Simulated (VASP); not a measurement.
Zr3SeS2, 6 atoms in the cell. The structure is hexagonal, space group P6/mmm (No. 191). The conventional cell has a = 8.264 Å, b = 8.264 Å, c = 3.201 Å, α = 90.00°, β = 90.00°, γ = 120.00°. Within 3.2 Å of Zr (site symmetry mmm) lie 2 S at 2.39 Å. Se (site symmetry 6/mmm) has 2 Se at 3.20 Å and 6 Zr at 4.13 Å within 4.2 Å. Within 3.2 Å of S (site symmetry -6m2) lie 3 Zr at 2.39 Å. 

```yaml
Program: VASP 6.6.1
Task: single point
Functional: PBE
Potentials_or_basis: VASP PAW PBE potentials, release 64 (Zr_sv, Se, S)
Cutoff: 520 eV
k_mesh: 3 × 3 × 4
Occupations: gaussian, width 0.1 eV
Spin: no spin polarisation
Dipole_correction: no
Further_INCAR_settings: ALGO = Normal; EDIFF = 1e-06; NBANDS = 36
```

Potentials or basis: VASP PAW PBE potentials, release 64 (Zr_sv, Se, S).

Run with:

```console
$ cat potpaw_PBE.64/Zr_sv/POTCAR potpaw_PBE.64/Se/POTCAR potpaw_PBE.64/S/POTCAR > POTCAR
$ mpirun -np 1 vasp_std > vasp.out
```

Hardware: 1 thread of Intel(R) Xeon(R) 6975P-C (Granite Rapids) (shared host).

Problem. How long does it take, and how much memory?

Solution. Wall time 40 s on 1 thread of Intel(R) Xeon(R) 6975P-C (Granite Rapids), on a shared host, peak memory 0.31 GiB. Counts: scf iterations 15, k points 9.
